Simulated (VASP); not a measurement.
# Ti (P6_3/mmc) in VASP: further runs

The runs below take Ti through single point, relaxation of volume and atoms at fixed shape, with PBEsol.

Everything below comes from runs of VASP 6.6.1. Logs are shortened: lines on timing, memory, paths and dates and some standing lists are left out, and cuts for length are marked.

## (1) The cell of the first run

The structure is hexagonal, space group P6_3/mmc (No. 194). Conventional cell: a = 2.897 Å, b = 2.897 Å, c = 4.596 Å, α = 90.00°, β = 90.00°, γ = 120.00°. Ti (site symmetry -6m2) has 12 Ti at 2.84 to 2.90 Å within 3.7 Å.

## (2) Single point, PBEsol

File INCAR:

```
SYSTEM = Ti
  PREC = Accurate
  ENCUT = 520
  EDIFF = 1E-6
  ISMEAR = 0
  SIGMA = 0.02
  LREAL = .FALSE.
  LASPH = .TRUE.
  NELM = 100
  ALGO = Normal
  ISIF = 2
  LWAVE = .FALSE.
  LCHARG = .TRUE.
  GGA = PS
  LELF = .TRUE.
  LVHAR = .TRUE.
  NBANDS = 19
```

File KPOINTS:

```
Automatic mesh
0
G
  9 9 5
  0 0 0
```

File POSCAR:

```
Ti
1.0
    2.8968959621      0.0000000000      0.0000000000
   -1.4484479811      2.5087854953      0.0000000000
    0.0000000000      0.0000000000      4.5957535412
Ti
2
Direct
    0.3333333333      0.6666666667      0.2500000000
    0.6666666667      0.3333333333      0.7500000000
```

Potentials or basis: VASP PAW PBE potentials, release 64 (Ti_sv).

Command:

```bash
> cat potpaw_PBE.64/Ti_sv/POTCAR > POTCAR
> mpirun -np 1 vasp_std > vasp.out
```

OUTCAR:

```text
SYSTEM = Ti
   PREC = Accurate
   ENCUT = 520
   EDIFF = 1E-6
   ISMEAR = 0
   LREAL = .FALSE.
   LASPH = .TRUE.
   NELM = 100
   ISIF = 2
   GGA = PS

 ion  position               nearest neighbor table
   1  0.333  0.667  0.250-   2 2.84   2 2.84   2 2.84   2 2.84   2 2.84   2 2.84
   2  0.667  0.333  0.750-   1 2.84   1 2.84   1 2.84   1 2.84   1 2.84   1 2.84

  LATTYP: Found a hexagonal cell.
 ALAT       =     2.8968959621
 C/A-ratio  =     1.5864406597

  Lattice vectors:

 A1 = (   2.8968959621,   0.0000000000,   0.0000000000)
 A2 = (  -1.4484479811,   2.5087854953,   0.0000000000)
 A3 = (   0.0000000000,   0.0000000000,   4.5957535412)

Analysis of symmetry for initial positions (statically):
=====================================================================
 Subroutine PRICEL returns:
 Original cell was already a primitive cell.

 Routine SETGRP: Setting up the symmetry group for a
 hexagonal supercell.

 Subroutine GETGRP returns: Found 24 space group operations
 (whereof 12 operations were pure point group operations)
 out of a pool of 24 trial point group operations.

The static configuration has the point symmetry D_3d.
 The point group associated with its full space group is D_6h.

Analysis of symmetry for dynamics (positions and initial velocities):
=====================================================================
 Subroutine PRICEL returns:
 Original cell was already a primitive cell.

 Routine SETGRP: Setting up the symmetry group for a
 hexagonal supercell.

 Subroutine GETGRP returns: Found 24 space group operations
 (whereof 12 operations were pure point group operations)
 out of a pool of 24 trial point group operations.

The dynamic configuration has the point symmetry D_3d.
 The point group associated with its full space group is D_6h.

 Subroutine INISYM returns: Found 24 space group operations
 (whereof 12 operations are pure point group operations),
 and found     1 'primitive' translations

----------------------------------------------------------------------------------------

                                     Primitive cell

  volume of cell :      33.4005

  direct lattice vectors                    reciprocal lattice vectors
     2.896895962  0.000000000  0.000000000     0.345197071  0.199299622  0.000000000
    -1.448447981  2.508785495  0.000000000     0.000000000  0.398599243  0.000000000
     0.000000000  0.000000000  4.595753541     0.000000000  0.000000000  0.217592173

  length of vectors
     2.896895962  2.896895962  4.595753541     0.398599243  0.398599243  0.217592173

  position of ions in fractional coordinates (direct lattice)
     0.333333333  0.666666667  0.250000000
     0.666666667  0.333333333  0.750000000

  ion indices of the primitive-cell ions
   primitive index   ion index
                 1           1
                 2           2

----------------------------------------------------------------------------------------

 KPOINTS: Automatic mesh

Automatic generation of k-mesh.
 Grid dimensions read from file:
 generate k-points for:    9    9    5

 Generating k-lattice:

  Cartesian coordinates                     Fractional coordinates (reciprocal lattice)
     0.038355230  0.022144402  0.000000000     0.111111111  0.000000000  0.000000000
     0.000000000  0.044288805  0.000000000     0.000000000  0.111111111  0.000000000
     0.000000000  0.000000000  0.043518435     0.000000000  0.000000000  0.200000000

  Length of vectors
     0.044288805  0.044288805  0.043518435

  Shift w.r.t. Gamma in fractional coordinates (k-lattice)
     0.000000000  0.000000000  0.000000000

 Subroutine IBZKPT returns following result:
 ===========================================

 Found     36 irreducible k-points:

 Following reciprocal coordinates:
            Coordinates               Weight
  0.000000  0.000000  0.000000      1.000000
  0.111111 -0.000000  0.000000      6.000000
  0.222222 -0.000000  0.000000      6.000000
  0.333333 -0.000000  0.000000      6.000000
  0.444444 -0.000000  0.000000      6.000000
  0.111111  0.111111  0.000000      6.000000
[... 16 lines left out ...]
  0.333333  0.222222  0.200000     24.000000
  0.333333  0.333333  0.200000      4.000000
 [... further k-points ...]
   k-points           NKPTS =     36   k-points in BZ     NKDIM =     36   number of bands    NBANDS=     19
   number of dos      NEDOS =    301   number of ions     NIONS =      2
   total plane-waves  NPLWV =  20736
   dimension x,y,z NGX =    24 NGY =   24 NGZ =   36
   dimension x,y,z NGXF=    48 NGYF=   48 NGZF=   72
   ions per type =               2
   NGX,Y,Z   is equivalent  to a cutoff of  13.77, 13.77, 13.02 a.u.
   NGXF,Y,Z  is equivalent  to a cutoff of  27.55, 27.55, 26.05 a.u.
 SYSTEM =  Ti
   PREC   = accura    normal or accurate (medium, high low for compatibility)
   ISTART =      0    job   : 0-new  1-cont  2-samecut
   ICHARG =      2    charge: 1-file 2-atom 10-const
   ISPIN  =      1    spin polarized calculation?
   LNONCOLLINEAR =      F non collinear calculations
   LSORBIT =      F    spin-orbit coupling
   LASPH  =      T    aspherical Exc in radial PAW
   ENCUT  =  520.0 eV  38.22 Ry    6.18 a.u.   5.39  5.39  8.55*2*pi/ulx,y,z
   NELM   =    100;   NELMIN=  2; NELMDL= -5     # of ELM steps
   EDIFF  = 0.1E-05   stopping-criterion for ELM
   LREAL  =      F    real-space projection
   EDIFFG = 0.1E-04   stopping-criterion for IOM
   NSW    =      0    number of steps for IOM
   IBRION =     -1    ionic relax: 0-MD 1-quasi-New 2-CG
   NFREE  =      0    steps in history (QN), initial steepest desc. (CG)
   ISIF   =      2    stress and relaxation
   ISYM   =      2    0-nonsym 1-usesym 2-fastsym
   POTIM  = 0.5000    time-step for ionic-motion
   TEBEG  =    0.0;   TEEND  =   0.0 temperature during run
   PSTRESS=    0.0 pullay stress
   NELECT =      24.0000    total number of electrons
   NUPDOWN=      -1.0000    fix difference up-down
   EMIN   =  10.00;   EMAX   =-10.00  energy-range for DOS
   EFERMI =   0.00;   METHOD = LEGACY
   ISMEAR =     0;   SIGMA  =   0.02  broadening in eV -4-tet -1-fermi 0-gaus
   EFERMI_NEDOS =   21; number of points for ismear=-14 and -15
   IALGO  =     38    algorithm
   IMIX   =      4    mixing-type and parameters
     AMIX     =   0.40;   BMIX     =  1.00
     AMIX_MAG =   1.60;   BMIX_MAG =  1.00
  volume/ion in A,a.u.               =      16.70       112.70
  Fermi-wavevector in a.u.,A,eV,Ry     =   1.466316  2.770935 29.253643  2.150082
  Thomas-Fermi vector in A             =   2.582068
   LORBIT       =      0    0 simple, 1 ext, 2 COOP (PROOUT), +10 PAW based schemes
   GGA     = PS    functional components
   LHFCALC =     F    Hartree Fock is set to
   AEXX    =    0.0000 exact exchange contribution
   IVDW    =     0    specifies the selected vdW correction
   LEPSILON=     F    determine dielectric tensor
   LRPA    =     F    only Hartree local field effects (RPA)
 non-spin polarized calculation
 Gauss-broadening in eV      SIGMA  =   0.02
  energy-cutoff  :      520.00
  volume of cell :       33.40
 maximum number of plane-waves:       929
 NGX is ok and might be reduce to    24
   NGX = 11   NGY = 11   NGZ = 17

 number of electron      24.0000000 magnetization

 Free energy of the ion-electron system (eV)
  ---------------------------------------------------
  ext. energy  EPLUGINS =         0.00000000
  ---------------------------------------------------
  free energy    TOTEN  =       -16.68151468 eV

  energy without entropy =      -16.68054923  energy(sigma->0) =      -16.68103195

 E-fermi :   8.7091     XC(G=0): -11.8238

 val. band max:        8.6133510023   @ k =   0.0000   0.0000   0.4000
 cond. band min:       8.7115151016   @ k =   0.2222   0.2222   0.4000
 fundamental gap:      0.0981640993
 Fermi energy:         8.7091448515

 k-point     1 :       0.0000    0.0000    0.0000
  band No.  band energies     occupation
      1     -47.9323      2.00000
      2     -47.7696      2.00000
      3     -24.6760      2.00000
      4     -23.9333      2.00000
      5     -23.9333      2.00000
      6     -23.8631      2.00000
[... 11 lines left out ...]
     18      10.3241      0.00000
     19      11.9416      0.00000

 k-point     2 :       0.1111   -0.0000    0.0000
  band No.  band energies     occupation
      1     -47.9180      2.00000
      2     -47.7640      2.00000
      3     -24.6451      2.00000
      4     -23.9966      2.00000
      5     -23.9541      2.00000
      6     -23.8848      2.00000
[... 11 lines left out ...]
     18      10.1842      0.00000
     19      12.0426      0.00000

 k-point     3 :       0.2222   -0.0000    0.0000
  band No.  band energies     occupation
      1     -47.8803      2.00000
      2     -47.7509      2.00000
      3     -24.5603      2.00000
      4     -24.1586      2.00000
      5     -24.0447      2.00000
      6     -24.0044      2.00000
[... 11 lines left out ...]
     18      10.8047      0.00000
     19      12.2137      0.00000

 k-point     4 :       0.3333   -0.0000    0.0000
  band No.  band energies     occupation
      1     -47.8334      2.00000
      2     -47.7398      2.00000
      3     -24.4444      2.00000
      4     -24.3446      2.00000
      5     -24.2174      2.00000
      6     -24.0587      2.00000
[... 11 lines left out ...]
     18      11.6167      0.00000
     19      12.3313      0.00000

 k-point     5 :       0.4444   -0.0000    0.0000
  band No.  band energies     occupation
      1     -47.7972      2.00000
      2     -47.7379      2.00000
      3     -24.4663      2.00000
      4     -24.3415      2.00000
      5     -24.3260      2.00000
      6     -24.0930      2.00000
[... 11 lines left out ...]
     18      12.3826      0.00000
     19      12.7288      0.00000

 k-point     6 :       0.1111    0.1111    0.0000
  band No.  band energies     occupation
      1     -47.8919      2.00000
      2     -47.7546      2.00000
      3     -24.5871      2.00000
      4     -24.0905      2.00000
      5     -24.0443      2.00000
      6     -23.9492      2.00000
[... 11 lines left out ...]
     18      10.6980      0.00000
     19      12.1350      0.00000

 k-point     7 :       0.2222    0.1111    0.0000
  band No.  band energies     occupation
      1     -47.8494      2.00000
      2     -47.7427      2.00000
      3     -24.4858      2.00000
      4     -24.2505      2.00000
      5     -24.1806      2.00000
      6     -24.0297      2.00000
[... 11 lines left out ...]
     18      11.5664      0.00000
     19      12.2254      0.00000

 k-point     8 :       0.3333    0.1111    0.0000
  band No.  band energies     occupation
      1     -47.8066      2.00000
      2     -47.7375      2.00000
      3     -24.4036      2.00000
      4     -24.3703      2.00000
      5     -24.2829      2.00000
      6     -24.1038      2.00000
[... 256 lines left out ...]
 k-point    20 :       0.3333    0.1111    0.2000
  band No.  band energies     occupation
      1     -47.8000      2.00000
      2     -47.7441      2.00000
      3     -24.4869      2.00000
      4     -24.3619      2.00000
      5     -24.2302      2.00000
      6     -24.0952      2.00000
[... 11 lines left out ...]
     18      12.0846      0.00000
     19      12.6609      0.00000

 k-point    21 :       0.4444    0.1111    0.2000
  band No.  band energies     occupation
      1     -47.7813      2.00000
      2     -47.7436      2.00000
      3     -24.5196      2.00000
      4     -24.3963      2.00000
      5     -24.2285      2.00000
      6     -24.0990      2.00000
[... 11 lines left out ...]
     18      12.3073      0.00000
     19      13.2142      0.00000

 k-point    22 :       0.2222    0.2222    0.2000
  band No.  band energies     occupation
      1     -47.8033      2.00000
      2     -47.7443      2.00000
      3     -24.4468      2.00000
      4     -24.3542      2.00000
      5     -24.1901      2.00000
      6     -24.1420      2.00000
[... 11 lines left out ...]
     18      12.1264      0.00000
     19      12.7924      0.00000

 k-point    23 :       0.3333    0.2222    0.2000
  band No.  band energies     occupation
      1     -47.7740      2.00000
      2     -47.7443      2.00000
      3     -24.4486      2.00000
      4     -24.3753      2.00000
      5     -24.2526      2.00000
      6     -24.1366      2.00000
[... 11 lines left out ...]
     18      12.2867      0.00000
     19      13.8558      0.00000

 k-point    24 :       0.3333    0.3333    0.2000
  band No.  band energies     occupation
      1     -47.7541      2.00000
      2     -47.7541      2.00000
      3     -24.3629      2.00000
      4     -24.3629      2.00000
      5     -24.3538      2.00000
      6     -24.1408      2.00000
[... 11 lines left out ...]
     18      11.9047      0.00000
     19      15.4284      0.00000

 [... further k-points ...]
[... 5 lines left out ...]
  --------------------------------------------------------------------------------------
  -------------------------------------------------------------------------------------
  Total       -0.0348743     -0.0348743     -0.1175205      0.0000000      0.0000000      0.0000000
  in kB       -1.6728745     -1.6728745     -5.6372979      0.0000000      0.0000000      0.0000000
  external PRESSURE =      -2.9943490 kB  Pullay stress =       0.0000000 kB

 VOLUME and BASIS-vectors are now :
 -----------------------------------------------------------------------------
  energy-cutoff  :      520.00
  volume of cell :       33.40
      direct lattice vectors                 reciprocal lattice vectors
     2.896895962  0.000000000  0.000000000     0.345197071  0.199299622  0.000000000
    -1.448447981  2.508785495  0.000000000     0.000000000  0.398599243  0.000000000
     0.000000000  0.000000000  4.595753541     0.000000000  0.000000000  0.217592173

 POSITION                                       TOTAL-FORCE (eV/Angst)
 -----------------------------------------------------------------------------------
     -0.00000      1.67252      1.14894         0.000000     -0.000000      0.000000
      1.44845      0.83626      3.44682        -0.000000      0.000000      0.000000
 -----------------------------------------------------------------------------------
    total drift:                               -0.000000      0.000000     -0.000000

  FREE ENERGIE OF THE ION-ELECTRON SYSTEM (eV)
  ---------------------------------------------------
  free  energy   TOTEN  =       -16.6815146788 eV

  energy  without entropy=      -16.6805492283  energy(sigma->0) =      -16.68103195
```

Run time: 16 s. Hardware: 1 thread of Intel Xeon Platinum 8375C at 2.90GHz (Ice Lake), shared host; peak memory 0.16 GiB.

What came out:

```
Free energy            : -16.6815 eV
Pressure               : -0.3 GPa
Band gap on the k mesh : zero (band 12 reaches 9.43 eV, above the bottom of band 13 at 8.34 eV)
```

Caveat: the PAW data sets were made with another functional, which shifts forces and pressure a little.

## (3) Relaxation of volume and atoms at fixed shape, PBEsol

This run uses another cell than the first one, of 17.64 Å³/atom, 1.056 times its volume.

File INCAR:

```
SYSTEM = Ti
PREC = Accurate ; ENCUT = 600
EDIFF = 1E-6 ; ISMEAR = 0
SIGMA = 0.02 ; LREAL = .False.
LASPH = .True. ; NELM = 100
ALGO = Normal ; ISIF = 8
LWAVE = .False. ; LCHARG = .False.
GGA = PS ; IBRION = 2
NSW = 60 ; EDIFFG = -0.03
```

File KPOINTS:

```
Automatic mesh
0
Gamma
  9 9 5
  0 0 0
```

File POSCAR:

```
Ti
1.0
    2.9500000000      0.0000000000      0.0000000000
   -1.4750000000      2.5547750000      0.0000000000
    0.0000000000      0.0000000000      4.6800000000
Ti
2
Direct
    0.3333333333      0.6666666667      0.2500000000
    0.6666666667      0.3333333333      0.7500000000
```

Potentials or basis: VASP PAW PBE potentials, release 64 (Ti_sv).

Command:

```bash
> cat potpaw_PBE.64/Ti_sv/POTCAR > POTCAR
> mpirun -np 1 vasp_std > vasp.out
```

Wall time 43 s (1 thread of Intel Xeon Platinum 8375C at 2.90GHz (Ice Lake), shared host); peak memory 0.17 GiB.

The run converged. Its results:

```
Free energy                            : -16.6820 eV
Relaxed volume                         : 16.67 Å³/atom
Relaxed cell                           : a = 2.895 Å, b = 2.895 Å, c = 4.593 Å, α = 90.00°, β = 90.00°, γ = 120.00°
Space group after relaxing (to 0.05 Å) : P6_3/mmc (No. 194)
Energy gained by relaxing              : 19.2 meV/atom
Ionic steps                            : 3
Pressure after relaxing                : 0.0 GPa
Band gap on the k mesh                 : zero (band 12 reaches 9.45 eV, above the bottom of band 13 at 8.36 eV)
```

Stress tensor (GPa, compression positive):
```
 0.09  0.00  0.00
 0.00  0.09  0.00
 0.00  0.00 -0.29
```

Step by step:
| step | energy change (eV) | largest force (eV/Å) | pressure (GPa) | volume (Å³) |
| --- | --- | --- | --- | --- |
| 1 | 0.0000 | 0.0000 | -6.08 | 35.27 |
| 2 | -0.0166 | 0.0000 | 5.33 | 31.97 |
| 3 | -0.0385 | 0.0000 | -0.04 | 33.34 |

Final structure:
```xyz
2
Lattice="2.8950 0.0000 0.0000 -1.4475 2.5071 0.0000 0.0000 0.0000 4.5928" Properties=species:S:1:pos:R:3 pbc="T T T"
Ti    0.0000    1.6714    1.1482
Ti    1.4475    0.8357    3.4446
```

Levels at points of the mesh, in eV from the Fermi level:
| k point | band 9 | band 10 | band 11 | band 12 | band 13 | band 14 | band 15 | band 16 |
| --- | --- | --- | --- | --- | --- | --- | --- | --- |
| (0.00, 0.00, 0.00) | -6.39 | -2.88 | 0.72 | 0.72 | 0.80 | 0.83 | 1.25 | 1.25 |

Caveat: the PAW data sets were made with another functional, which shifts forces and pressure a little.
